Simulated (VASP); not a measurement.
Write the native input for VASP 6.6.1 that does the following.

| Property | Result |
| --- | --- |
| Task | relaxation of cell and atoms |
| Functional | PBE |
| Potentials or basis | VASP PAW PBE potentials, release 64 (Nb_sv, C) |
| Cutoff | 600 eV |
| k mesh | 4 × 4 × 4 |
| Occupations | gaussian, width 0.1 eV |
| Spin | no spin polarisation |
| Dipole correction | no |
| Further INCAR settings | ALGO = Normal; EDIFF = 1e-07; IBRION = 2; EDIFFG = -0.04; NSW = 90; ISIF = 3 |

The structure of Nb3C lies in POSCAR:

```
Nb3C
1.0
    3.9686306100      0.0000000000      0.0000000000
    0.0000000000      3.9686306100      0.0000000000
    0.0000000000      0.0000000000      3.9686306100
Nb C
3 1
Direct
    0.5000000000      0.5000000000      0.0000000000
    0.5000000000      0.0000000000      0.5000000000
    0.0000000000      0.5000000000      0.5000000000
    0.0000000000      0.0000000000      0.0000000000
```

These files were run (other wordings do the same):

INCAR

```
SYSTEM = Nb3C
PREC = Accurate ; ENCUT = 600
EDIFF = 1E-7 ; ISMEAR = 0
SIGMA = 0.1 ; LREAL = .False.
LASPH = .True. ; NELM = 60
ALGO = Normal ; ISIF = 3
LWAVE = .False. ; LCHARG = .False.
GGA = PE ; IBRION = 2
NSW = 90 ; EDIFFG = -0.04
```

KPOINTS

```
Automatic mesh
0
Gamma
  4 4 4
  0 0 0
```

Potentials or basis: VASP PAW PBE potentials, release 64 (Nb_sv, C).

Run with:

```bash
$ cat potpaw_PBE.64/Nb_sv/POTCAR potpaw_PBE.64/C/POTCAR > POTCAR
$ mpirun -np 1 vasp_std > vasp.out
```

It gave:

```json
{
 "Relaxed volume": "14.66 Å³/atom",
 "Relaxed cell": "a = 3.885 Å, b = 3.885 Å, c = 3.885 Å, α = 90.00°, β = 90.00°, γ = 90.00°",
 "Space group after relaxing (to 0.05 Å)": "Pm-3m (No. 221)",
 "Energy gained by relaxing": "34.8 meV/atom",
 "Ionic steps": "3",
 "Pressure after relaxing": "-0.3 GPa"
}
```

Caveat: the k points lie up to 0.40 Å⁻¹ apart in the final cell.

It took 43 s on 1 thread of Intel Xeon 6975P-C, with other jobs on the host, peak memory 0.19 GiB.
